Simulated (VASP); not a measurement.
# W (Fm-3m) in VASP: a series of runs

The runs below take W through electric field gradients, with LDA.

Program: VASP 6.6.1. These are calculated values, not measurements. Logs are shortened: lines on timing, memory, paths and dates and some standing lists are left out, and cuts for length are marked.

### 1 The cell of the first run

It takes space group Fm-3m (No. 225, cubic). The conventional cell has a = 4.073 Å, b = 4.073 Å, c = 4.073 Å, α = 90.00°, β = 90.00°, γ = 90.00°. W (site symmetry m-3m) has 12 W at 2.88 Å within 3.8 Å.

### 2 Electric field gradients, LDA (volume scaled by 1.01)

INCAR

```
ALGO     = Normal         # electronic algorithm
EDIFF    = 1E-8           # SCF threshold, eV
ENCUT    = 520            # plane-wave cutoff, eV
GGA      = CA             # functional
ISIF     = 2              # what is computed and relaxed
ISMEAR   = -1             # smearing method
LASPH    = True           # aspherical terms in the spheres
LCHARG   = False          # write CHGCAR
LEFG     = True         
LREAL    = False          # projectors in reciprocal space
LWAVE    = False          # write WAVECAR
NBANDS   = 13             # bands
NELM     = 80             # most SCF steps
PREC     = Accurate       # precision mode
SIGMA    = 0.05           # smearing width, eV
```

KPOINTS

```
k-points
0
Gamma
  14 14 14
```

POSCAR

```
W
1.0
    0.0000000000      2.0367442356      2.0367442356
    2.0367442356      0.0000000000      2.0367442356
    2.0367442356      2.0367442356      0.0000000000
W
1
Direct
    0.0000000000      0.0000000000      0.0000000000
```

Potentials or basis: VASP PAW LDA potentials, release 64 (W_sv).

Launch:

```console
cat potpaw_LDA.64/W_sv/POTCAR > POTCAR
mpirun -np 1 vasp_std > vasp.out
```

OUTCAR:

```text
EDIFF = 1E-8
   ENCUT = 520
   GGA = CA
   ISIF = 2
   ISMEAR = -1
   LASPH = True
   LREAL = False
   NELM = 80
   PREC = Accurate

 ion  position               nearest neighbor table
   1  0.000  0.000  0.000-

  LATTYP: Found a face centered cubic cell.
 ALAT       =     4.0734884712

  Lattice vectors:

 A1 = (   0.0000000000,   2.0367442356,   2.0367442356)
 A2 = (   2.0367442356,   0.0000000000,   2.0367442356)
 A3 = (   2.0367442356,   2.0367442356,   0.0000000000)

Analysis of symmetry for initial positions (statically):
=====================================================================
 Subroutine PRICEL returns:
 Original cell was already a primitive cell.

 Routine SETGRP: Setting up the symmetry group for a
 face centered cubic supercell.

 Subroutine GETGRP returns: Found 48 space group operations
 (whereof 48 operations were pure point group operations)
 out of a pool of 48 trial point group operations.

The static configuration has the point symmetry O_h .

Analysis of symmetry for dynamics (positions and initial velocities):
=====================================================================
 Subroutine PRICEL returns:
 Original cell was already a primitive cell.

 Routine SETGRP: Setting up the symmetry group for a
 face centered cubic supercell.

 Subroutine GETGRP returns: Found 48 space group operations
 (whereof 48 operations were pure point group operations)
 out of a pool of 48 trial point group operations.

The dynamic configuration has the point symmetry O_h .

 Subroutine INISYM returns: Found 48 space group operations
 (whereof 48 operations are pure point group operations),
 and found     1 'primitive' translations

----------------------------------------------------------------------------------------

                                     Primitive cell

  volume of cell :      16.8982

  direct lattice vectors                    reciprocal lattice vectors
     0.000000000  2.036744236  2.036744236    -0.245489832  0.245489832  0.245489832
[... 126 lines left out ...]
  ext. energy  EPLUGINS =         0.00000000
  ---------------------------------------------------
  free energy    TOTEN  =       -13.54775517 eV

  energy without entropy =      -13.53717999  energy(sigma->0) =      -13.54246758

 E-fermi :   9.9256     XC(G=0): -13.4644

 val. band max:        9.9095139000   @ k =   0.2143   0.0714   0.0000
 cond. band min:       9.9263541273   @ k =  -0.1429   0.0714   0.0000
 fundamental gap:      0.0168402272
 Fermi energy:         9.9255630509

 k-point     1 :       0.0000    0.0000    0.0000
  band No.  band energies     occupation
      1     -63.3314      2.00000
      2     -27.2440      2.00000
      3     -27.2440      2.00000
      4     -27.2440      2.00000
      5       1.2015      2.00000
      6       9.4007      1.99994
      7       9.4007      1.99994
      8       9.4007      1.99994
      9      12.3597      0.00000
     10      12.3597      0.00000
     11      22.7927      0.00000
     12      27.7985      0.00000
     13      27.7985      0.00000
[... 354 lines left out ...]
  band No.  band energies     occupation
      1     -63.2745      2.00000
      2     -27.7813      2.00000
      3     -27.3901      2.00000
      4     -27.3792      2.00000
      5       3.8596      2.00000
      6       7.7552      2.00000
      7       9.5919      1.99747
      8      10.5173      0.00001
      9      11.8374      0.00000
     10      13.3808      0.00000
     11      24.4367      0.00000
     12      27.3049      0.00000
     13      29.4086      0.00000

 [... further k-points ...]

------------------------ aborting loop because EDIFF is reached ----------------------------------------

  FORCE on cell =-STRESS in cart. coord.  units (eV):
  Direction    XX          YY          ZZ          XY          YZ          ZX
  --------------------------------------------------------------------------------------
  -------------------------------------------------------------------------------------
  Total       -1.9758486     -1.9758486     -1.9758486     -0.0000000      0.0000000     -0.0000000
  in kB     -187.3375190   -187.3375190   -187.3375190     -0.0000000      0.0000000     -0.0000000
  external PRESSURE =    -187.3375190 kB  Pullay stress =       0.0000000 kB

 VOLUME and BASIS-vectors are now :
 -----------------------------------------------------------------------------
  energy-cutoff  :      520.00
  volume of cell :       16.90
      direct lattice vectors                 reciprocal lattice vectors
     0.000000000  2.036744236  2.036744236    -0.245489832  0.245489832  0.245489832
     2.036744236  0.000000000  2.036744236     0.245489832 -0.245489832  0.245489832
     2.036744236  2.036744236  0.000000000     0.245489832  0.245489832 -0.245489832

 POSITION                                       TOTAL-FORCE (eV/Angst)
 -----------------------------------------------------------------------------------
      0.00000      0.00000      0.00000         0.000000      0.000000      0.000000
 -----------------------------------------------------------------------------------
    total drift:                                0.000000      0.000000     -0.000000

  FREE ENERGIE OF THE ION-ELECTRON SYSTEM (eV)
  ---------------------------------------------------
  free  energy   TOTEN  =       -13.5477551737 eV

  energy  without entropy=      -13.5371799864  energy(sigma->0) =      -13.54246758

 Electric field gradients (V/A^2)
---------------------------------------------------------------------
 ion       V_xx      V_yy      V_zz      V_xy      V_xz      V_yz
---------------------------------------------------------------------
   1      -0.000    -0.000    -0.000    -0.000    -0.000    -0.000
---------------------------------------------------------------------

 Electric field gradients after diagonalization (V/A^2)
 (convention: |V_zz| > |V_xx| > |V_yy|)
----------------------------------------------------------------------
 ion       V_xx      V_yy      V_zz     asymmetry (V_yy - V_xx)/ V_zz
----------------------------------------------------------------------
   1       0.000     0.000    -0.001       0.000
----------------------------------------------------------------------

           NMR quadrupolar parameters

 Cq : quadrupolar parameter    Cq=e*Q*V_zz/h
 eta: asymmetry parameters     (V_yy - V_xx)/ V_zz
 Q  : nuclear electric quadrupole moment in mb (millibarn)
----------------------------------------------------------------------
 ion       Cq(MHz)       eta       Q (mb)
----------------------------------------------------------------------
   1      -0.000       0.000       1.000
----------------------------------------------------------------------
```

OSZICAR:

```text
N       E                     dE             d eps       ncg     rms          rms(c)
DAV:   1     0.843438742608E+02    0.84344E+02   -0.75372E+03  2728   0.121E+03
DAV:   2    -0.125489760957E+02   -0.96893E+02   -0.93412E+02  3029   0.315E+02
DAV:   3    -0.142508621838E+02   -0.17019E+01   -0.16904E+01  3039   0.403E+01
DAV:   4    -0.142588335217E+02   -0.79713E-02   -0.79707E-02  2984   0.301E+00
DAV:   5    -0.142589035115E+02   -0.69990E-04   -0.69991E-04  3054   0.269E-01    0.182E+01
DAV:   6    -0.136837015349E+02    0.57520E+00   -0.49165E-01  2859   0.882E+00    0.665E+00
DAV:   7    -0.135533219277E+02    0.13038E+00   -0.19864E-01  3009   0.520E+00    0.523E-01
DAV:   8    -0.135478245090E+02    0.54974E-02   -0.42783E-03  2764   0.878E-01    0.653E-02
DAV:   9    -0.135477511310E+02    0.73378E-04   -0.91148E-05  3453   0.103E-01    0.384E-02
DAV:  10    -0.135477552363E+02   -0.41053E-05   -0.42940E-06  2859   0.261E-02    0.663E-03
DAV:  11    -0.135477551760E+02    0.60282E-07   -0.17676E-07  2974   0.443E-03    0.481E-04
DAV:  12    -0.135477551737E+02    0.22815E-08   -0.29844E-09  1787   0.602E-04
   1 F= -.13547755E+02 E0= -.13542468E+02  d E =-.105752E-01
```

Run time: 11 s. Hardware: 1 thread of Intel Xeon Platinum 8259CL at 2.50GHz (Skylake/Cascade Lake), shared host; peak memory 0.14 GiB.

What came out:

| Quantity | Value |
| --- | --- |
| Free energy | -13.5478 eV |
| Pressure | -18.7 GPa |
| Band gap on the k mesh | zero (band 7 reaches 12.99 eV, above the bottom of band 8 at 9.40 eV) |

Levels at points of the mesh, in eV from the Fermi level:
```
           k point  band 5  band 6  band 7  band 8  band 9  band 10
(0.00, 0.00, 0.00)   -8.72   -0.52   -0.52   -0.52    2.43     2.43
(0.50, 0.00, 0.00)   -5.39   -0.75   -0.75    0.73    4.83     4.83
(0.50, 0.50, 0.00)   -5.25   -4.31    3.06    4.77    5.54     5.54
```

Caveat: without QUAD_EFG the Cq values of the log hold for a quadrupole moment of 1 mb, not for the nuclei; spin-orbit coupling is left out, which moves the levels of the heavy elements.

### 3 Electric field gradients, LDA (volume scaled by 1.01)

INCAR

```
SYSTEM = W
PREC     = Accurate       ! precision mode
ENCUT    = 520            ! plane-wave cutoff, eV
EDIFF    = 1E-8           ! SCF threshold, eV
ISMEAR   = -1             ! smearing method
SIGMA    = 0.05           ! smearing width, eV
LREAL    = .FALSE.        ! projectors in reciprocal space
LASPH    = .TRUE.         ! aspherical terms in the spheres
NELM     = 60             ! most SCF steps
ALGO     = Normal         ! electronic algorithm
ISIF     = 2              ! what is computed and relaxed
LWAVE    = .FALSE.        ! write WAVECAR
LCHARG   = .FALSE.        ! write CHGCAR
LEFG     = .TRUE.       
NBANDS   = 13             ! bands
```

KPOINTS

```
Automatic mesh
0
G
  14 14 14
  0 0 0
```

POSCAR is that of step 2.

Potentials or basis: VASP PAW LDA potentials, release 64 (W_sv).

Launch:

```console
cat potpaw_LDA.64/W_sv/POTCAR > POTCAR
mpirun -np 1 vasp_std > vasp.out
```

OUTCAR:

```text
SYSTEM = W
   PREC = Accurate
   ENCUT = 520
   EDIFF = 1E-8
   ISMEAR = -1
   LREAL = .FALSE.
   LASPH = .TRUE.
   NELM = 60
   ISIF = 2

 ion  position               nearest neighbor table
   1  0.000  0.000  0.000-

  LATTYP: Found a face centered cubic cell.
 ALAT       =     4.0734884712

  Lattice vectors:

 A1 = (   0.0000000000,   2.0367442356,   2.0367442356)
 A2 = (   2.0367442356,   0.0000000000,   2.0367442356)
 A3 = (   2.0367442356,   2.0367442356,   0.0000000000)

Analysis of symmetry for initial positions (statically):
=====================================================================
 Subroutine PRICEL returns:
 Original cell was already a primitive cell.

 Routine SETGRP: Setting up the symmetry group for a
 face centered cubic supercell.

 Subroutine GETGRP returns: Found 48 space group operations
[... 564 lines left out ...]
  external PRESSURE =    -187.3375190 kB  Pullay stress =       0.0000000 kB

 VOLUME and BASIS-vectors are now :
 -----------------------------------------------------------------------------
  energy-cutoff  :      520.00
  volume of cell :       16.90
      direct lattice vectors                 reciprocal lattice vectors
     0.000000000  2.036744236  2.036744236    -0.245489832  0.245489832  0.245489832
     2.036744236  0.000000000  2.036744236     0.245489832 -0.245489832  0.245489832
     2.036744236  2.036744236  0.000000000     0.245489832  0.245489832 -0.245489832

 POSITION                                       TOTAL-FORCE (eV/Angst)
 -----------------------------------------------------------------------------------
      0.00000      0.00000      0.00000         0.000000      0.000000      0.000000
 -----------------------------------------------------------------------------------
    total drift:                                0.000000      0.000000     -0.000000

  FREE ENERGIE OF THE ION-ELECTRON SYSTEM (eV)
  ---------------------------------------------------
  free  energy   TOTEN  =       -13.5477551737 eV

  energy  without entropy=      -13.5371799864  energy(sigma->0) =      -13.54246758

 Electric field gradients (V/A^2)
---------------------------------------------------------------------
 ion       V_xx      V_yy      V_zz      V_xy      V_xz      V_yz
---------------------------------------------------------------------
   1      -0.000    -0.000    -0.000    -0.000    -0.000    -0.000
---------------------------------------------------------------------

 Electric field gradients after diagonalization (V/A^2)
 (convention: |V_zz| > |V_xx| > |V_yy|)
----------------------------------------------------------------------
 ion       V_xx      V_yy      V_zz     asymmetry (V_yy - V_xx)/ V_zz
----------------------------------------------------------------------
   1       0.000     0.000    -0.001       0.000
----------------------------------------------------------------------

           NMR quadrupolar parameters

 Cq : quadrupolar parameter    Cq=e*Q*V_zz/h
 eta: asymmetry parameters     (V_yy - V_xx)/ V_zz
 Q  : nuclear electric quadrupole moment in mb (millibarn)
----------------------------------------------------------------------
 ion       Cq(MHz)       eta       Q (mb)
----------------------------------------------------------------------
   1      -0.000       0.000       1.000
----------------------------------------------------------------------
```

OSZICAR:

```text
N       E                     dE             d eps       ncg     rms          rms(c)
DAV:   1     0.843438742608E+02    0.84344E+02   -0.75372E+03  2728   0.121E+03
DAV:   2    -0.125489760957E+02   -0.96893E+02   -0.93412E+02  3029   0.315E+02
DAV:   3    -0.142508621838E+02   -0.17019E+01   -0.16904E+01  3039   0.403E+01
DAV:   4    -0.142588335217E+02   -0.79713E-02   -0.79707E-02  2984   0.301E+00
DAV:   5    -0.142589035115E+02   -0.69990E-04   -0.69991E-04  3054   0.269E-01    0.182E+01
DAV:   6    -0.136837015349E+02    0.57520E+00   -0.49165E-01  2859   0.882E+00    0.665E+00
DAV:   7    -0.135533219277E+02    0.13038E+00   -0.19864E-01  3009   0.520E+00    0.523E-01
DAV:   8    -0.135478245090E+02    0.54974E-02   -0.42783E-03  2764   0.878E-01    0.653E-02
DAV:   9    -0.135477511310E+02    0.73378E-04   -0.91148E-05  3453   0.103E-01    0.384E-02
DAV:  10    -0.135477552363E+02   -0.41053E-05   -0.42940E-06  2859   0.261E-02    0.663E-03
DAV:  11    -0.135477551760E+02    0.60282E-07   -0.17676E-07  2974   0.443E-03    0.481E-04
DAV:  12    -0.135477551737E+02    0.22815E-08   -0.29844E-09  1787   0.602E-04
   1 F= -.13547755E+02 E0= -.13542468E+02  d E =-.105752E-01
```

It took 11 s on 1 thread of Intel Xeon Platinum 8259CL at 2.50GHz (Skylake/Cascade Lake), shared host; peak memory 0.14 GiB.

Results:

```yaml
Free_energy: -13.5478 eV
Pressure: -18.7 GPa
Band_gap_on_the_k_mesh: zero (band 7 reaches 12.99 eV, above the bottom of band 8 at 9.40 eV)
```

Caveat: without QUAD_EFG the Cq values of the log hold for a quadrupole moment of 1 mb, not for the nuclei; spin-orbit coupling is left out, which moves the levels of the heavy elements.

(Continued in part 2 of 2.)
